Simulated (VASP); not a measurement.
# MnO (Pm-3m) in VASP: single point with LDA+U

Aim: the single point of MnO with LDA+U.

Program: VASP 6.6.1. These are calculated values, not measurements. Logs are shortened: lines on timing, memory, paths and dates and some standing lists are left out, and cuts for length are marked.

## 1. The cell of the first run

Symmetry: Pm-3m, No. 221, cubic system. The conventional cell has a = 2.672 Å, b = 2.672 Å, c = 2.672 Å, α = 90.00°, β = 90.00°, γ = 90.00°. Mn (site symmetry m-3m) has 8 O at 2.31 Å and 6 Mn at 2.67 Å within 3.1 Å. Within 3.1 Å of O (site symmetry m-3m) lie 8 Mn at 2.31 Å and 6 O at 2.67 Å.

## 2. Single point, LDA+U

Input file INCAR:

```
PREC     = Accurate       # precision mode
ENCUT    = 600            # plane-wave cutoff, eV
EDIFF    = 1E-6           # SCF threshold, eV
ISMEAR   = 0              # smearing method
SIGMA    = 0.05           # smearing width, eV
LREAL    = F              # projectors in reciprocal space
LASPH    = T              # aspherical terms in the spheres
NELM     = 200            # most SCF steps
ALGO     = Normal         # electronic algorithm
ISIF     = 2              # what is computed and relaxed
LWAVE    = F              # write WAVECAR
LCHARG   = F              # write CHGCAR
LMAXMIX  = 4              # l up to which the mixer works
LDAU     = T              # DFT+U
LDAUTYPE = 2            
LDAUL    = 2 -1           # shell
LDAUU    = 6 0            # U, eV
LDAUJ    = 0 0          
LDAUPRINT= 1            
NBANDS   = 27             # bands
GGA_COMPAT= F
```

Input file KPOINTS:

```
Automatic mesh
0
Gamma
  7 7 7
```

Input file POSCAR:

```
MnO
1.0
    2.6723886600      0.0000000000      2.6723886600
    0.0000000000      2.6723886600      2.6723886600
    0.0000000000      0.0000000000      5.3447773200
Mn O
2 2
Direct
    0.0000000000      0.0000000000      0.0000000000
    0.0000000000      0.0000000000      0.5000000000
    0.5000000000      0.5000000000      0.7500000000
    0.5000000000      0.5000000000      0.2500000000
```

Potentials or basis: VASP PAW LDA potentials, release 64 (Mn_pv, O).

Started as:

```
$ cat potpaw_LDA.64/Mn_pv/POTCAR potpaw_LDA.64/O/POTCAR > POTCAR
$ mpirun -np 1 vasp_std > vasp.out
```

OUTCAR:

```text
PREC = Accurate
   ENCUT = 600
   EDIFF = 1E-6
   ISMEAR = 0
   LREAL = F
   LASPH = T
   NELM = 200
   ISIF = 2

 ion  position               nearest neighbor table
   1  0.000  0.000  0.000-   3 2.31   3 2.31   4 2.31   3 2.31   4 2.31   4 2.31   3 2.31   4 2.31
                             2 2.67   2 2.67   2 2.67   2 2.67   2 2.67   2 2.67
   2  0.000  0.000  0.500-   4 2.31   3 2.31   4 2.31   3 2.31   4 2.31   3 2.31   4 2.31   3 2.31
                             1 2.67   1 2.67   1 2.67   1 2.67   1 2.67   1 2.67
   3  0.500  0.500  0.750-   2 2.31   1 2.31   2 2.31   1 2.31   2 2.31   1 2.31   2 2.31   1 2.31

   4  0.500  0.500  0.250-   1 2.31   1 2.31   2 2.31   1 2.31   2 2.31   2 2.31   1 2.31   2 2.31

  LATTYP: Found a face centered cubic cell.
 ALAT       =     5.3447773200

  Lattice vectors:

 A1 = (   2.6723886600,  -2.6723886600,   0.0000000000)
 A2 = (   2.6723886600,   0.0000000000,   2.6723886600)
 A3 = (   0.0000000000,  -2.6723886600,   2.6723886600)

Analysis of symmetry for initial positions (statically):
=====================================================================
 Subroutine PRICEL returns following result:

  LATTYP: Found a simple cubic cell.
 ALAT       =     2.6723886600

  Lattice vectors:

 A1 = (   0.0000000000,  -2.6723886600,   0.0000000000)
 A2 = (   2.6723886600,   0.0000000000,   0.0000000000)
 A3 = (   0.0000000000,   0.0000000000,   2.6723886600)

   2 primitive cells build up your supercell.

 Routine SETGRP: Setting up the symmetry group for a
 face centered cubic supercell.

 Subroutine GETGRP returns: Found 48 space group operations
 (whereof 48 operations were pure point group operations)
 out of a pool of 48 trial point group operations.

The static configuration has the point symmetry O_h .

Analysis of symmetry for dynamics (positions and initial velocities):
=====================================================================
[... 195 lines left out ...]
spin component  1

  0.7596 -0.0000 -0.0000 -0.0000 -0.0000
 -0.0000  0.7596  0.0000 -0.0000  0.0000
 -0.0000  0.0000  0.1649  0.0000  0.0000
 -0.0000 -0.0000  0.0000  0.7596 -0.0000
 -0.0000  0.0000  0.0000 -0.0000  0.1649

spin component  2

  0.7596 -0.0000 -0.0000 -0.0000 -0.0000
 -0.0000  0.7596  0.0000 -0.0000  0.0000
 -0.0000  0.0000  0.1649  0.0000  0.0000
 -0.0000 -0.0000  0.0000  0.7596 -0.0000
 -0.0000  0.0000  0.0000 -0.0000  0.1649

 occupancies and eigenvectors

  o =  0.1649  v =  0.0000  0.0000  0.0020 -0.0000 -1.0000  0.0000  0.0000  0.0000  0.0000  0.0000      0.0000  0.0000  0.0000  0.0000  0.0000  0.0000  0.0000  0.0000  0.0000  0.0000
  o =  0.1649  v =  0.0000  0.0000  0.0000  0.0000  0.0000  0.0000  0.0000  0.0020 -0.0000 -1.0000      0.0000  0.0000  0.0000  0.0000  0.0000  0.0000  0.0000  0.0000  0.0000  0.0000
  o =  0.1649  v =  0.0000  0.0000  0.0000  0.0000  0.0000  0.0000  0.0000 -1.0000  0.0000 -0.0020      0.0000  0.0000  0.0000  0.0000  0.0000  0.0000  0.0000  0.0000  0.0000  0.0000
  o =  0.1649  v =  0.0000  0.0000 -1.0000  0.0000 -0.0020  0.0000  0.0000  0.0000  0.0000  0.0000      0.0000  0.0000  0.0000  0.0000  0.0000  0.0000  0.0000  0.0000  0.0000  0.0000
  o =  0.7596  v =  0.0000  0.2848  0.0000  0.9586  0.0000  0.0000  0.0000  0.0000  0.0000  0.0000      0.0000  0.0000  0.0000  0.0000  0.0000  0.0000  0.0000  0.0000  0.0000  0.0000
  o =  0.7596  v =  0.0000  0.0000  0.0000  0.0000  0.0000  0.0000  0.2848  0.0000  0.9586  0.0000      0.0000  0.0000  0.0000  0.0000  0.0000  0.0000  0.0000  0.0000  0.0000  0.0000
  o =  0.7596  v =  0.0000  0.0000  0.0000  0.0000  0.0000  0.0000 -0.9586 -0.0000  0.2848 -0.0000      0.0000  0.0000  0.0000  0.0000  0.0000  0.0000  0.0000  0.0000  0.0000  0.0000
  o =  0.7596  v =  0.0000 -0.9586 -0.0000  0.2848 -0.0000  0.0000  0.0000  0.0000  0.0000  0.0000      0.0000  0.0000  0.0000  0.0000  0.0000  0.0000  0.0000  0.0000  0.0000  0.0000
  o =  0.7596  v =  1.0000  0.0000  0.0000  0.0000  0.0000  0.0000  0.0000  0.0000  0.0000  0.0000      0.0000  0.0000  0.0000  0.0000  0.0000  0.0000  0.0000  0.0000  0.0000  0.0000
  o =  0.7596  v =  0.0000  0.0000  0.0000  0.0000  0.0000  1.0000  0.0000  0.0000  0.0000  0.0000      0.0000  0.0000  0.0000  0.0000  0.0000  0.0000  0.0000  0.0000  0.0000  0.0000

 number of electron      38.0000001 magnetization

 Free energy of the ion-electron system (eV)
  ---------------------------------------------------
  ext. energy  EPLUGINS =         0.00000000
  ---------------------------------------------------
  free energy    TOTEN  =       -15.81441077 eV

  energy without entropy =      -15.80401798  energy(sigma->0) =      -15.80921438

 E-fermi :   8.2079     XC(G=0): -13.3430

 val. band max:        8.1964771861   @ k =   0.4286   0.2857   0.1429
 cond. band min:       8.2099168194   @ k =   0.1429   0.1429   0.0000
 fundamental gap:      0.0134396333
 Fermi energy:         8.2078884898

 k-point     1 :       0.0000    0.0000    0.0000
  band No.  band energies     occupation
      1     -38.9516      2.00000
      2     -38.9516      2.00000
      3     -38.9516      2.00000
      4     -38.7866      2.00000
      5     -38.7866      2.00000
      6     -38.7866      2.00000
[... 589 lines left out ...]
     26      14.2395      0.00000
     27      19.9867      0.00000

------------------------ aborting loop because EDIFF is reached ----------------------------------------

  FORCE on cell =-STRESS in cart. coord.  units (eV):
  Direction    XX          YY          ZZ          XY          YZ          ZX
  --------------------------------------------------------------------------------------
  -------------------------------------------------------------------------------------
  Total       -1.9663093     -1.9663093     -1.9663093      0.0000000      0.0000000      0.0000000
  in kB      -82.5341265    -82.5341265    -82.5341265      0.0000000      0.0000000      0.0000000
  external PRESSURE =     -82.5341265 kB  Pullay stress =       0.0000000 kB

 VOLUME and BASIS-vectors are now :
 -----------------------------------------------------------------------------
  energy-cutoff  :      600.00
  volume of cell :       38.17
      direct lattice vectors                 reciprocal lattice vectors
     2.672388660  0.000000000  2.672388660     0.374197068  0.000000000  0.000000000
     0.000000000  2.672388660  2.672388660     0.000000000  0.374197068  0.000000000
     0.000000000  0.000000000  5.344777320    -0.187098534 -0.187098534  0.187098534

 POSITION                                       TOTAL-FORCE (eV/Angst)
 -----------------------------------------------------------------------------------
      0.00000      0.00000      0.00000         0.000000      0.000000      0.000000
      0.00000      0.00000      2.67239         0.000000     -0.000000      0.000000
      1.33619      1.33619      6.68097        -0.000000      0.000000     -0.000000
      1.33619      1.33619      4.00858         0.000000     -0.000000      0.000000
 -----------------------------------------------------------------------------------
    total drift:                                0.000000      0.000000      0.000000

  FREE ENERGIE OF THE ION-ELECTRON SYSTEM (eV)
  ---------------------------------------------------
  free  energy   TOTEN  =       -15.8144107735 eV

  energy  without entropy=      -15.8040179788  energy(sigma->0) =      -15.80921438
```

OSZICAR:

```text
N       E                     dE             d eps       ncg     rms          rms(c)
DAV:   1     0.484351220743E+03    0.48435E+03   -0.23314E+04  1088   0.197E+03
DAV:   2     0.183196166449E+02   -0.46603E+03   -0.44578E+03  1100   0.532E+02
DAV:   3    -0.212425459340E+02   -0.39562E+02   -0.38167E+02  1157   0.157E+02
DAV:   4    -0.222207148783E+02   -0.97817E+00   -0.96969E+00  1173   0.249E+01
[... 18 lines left out ...]
DAV:  23    -0.158144371043E+02    0.20931E-03   -0.20493E-03  1205   0.187E-01    0.477E-02
DAV:  24    -0.158144206329E+02    0.16471E-04   -0.38172E-05  1119   0.489E-02    0.198E-02
DAV:  25    -0.158144144654E+02    0.61674E-05   -0.28324E-05  1154   0.227E-02    0.204E-02
DAV:  26    -0.158144110598E+02    0.34057E-05   -0.28605E-05  1122   0.227E-02    0.122E-02
DAV:  27    -0.158144107735E+02    0.28629E-06   -0.20938E-06   737   0.114E-02
   1 F= -.15814411E+02 E0= -.15809214E+02  d E =-.103928E-01
```

It took 80 s on 1 thread of Intel Xeon 6975P-C, shared host; peak memory 0.17 GiB.

Results:

| Quantity | Value |
| --- | --- |
| Free energy | -15.8144 eV |
| Pressure | -8.3 GPa |
| Band gap on the k mesh | zero (band 19 reaches 8.58 eV, above the bottom of band 20 at 8.03 eV) |

Eigenvalues of the final occupation matrices:
| site | spin | trace | eigenvalues |
| --- | --- | --- | --- |
| site 1 d | 1 | 2.61 | 0.16 0.16 0.76 0.76 0.76 |
| site 1 d | 2 | 2.61 | 0.16 0.16 0.76 0.76 0.76 |
| site 2 d | 1 | 2.61 | 0.16 0.16 0.76 0.76 0.76 |
| site 2 d | 2 | 2.61 | 0.16 0.16 0.76 0.76 0.76 |

Caveat: the run has no spin polarisation, though such a crystal can be magnetic; U without spin polarisation on a metal has little footing. Spin polarisation is off, so any magnetic state and its effect on volume and gap are missing.
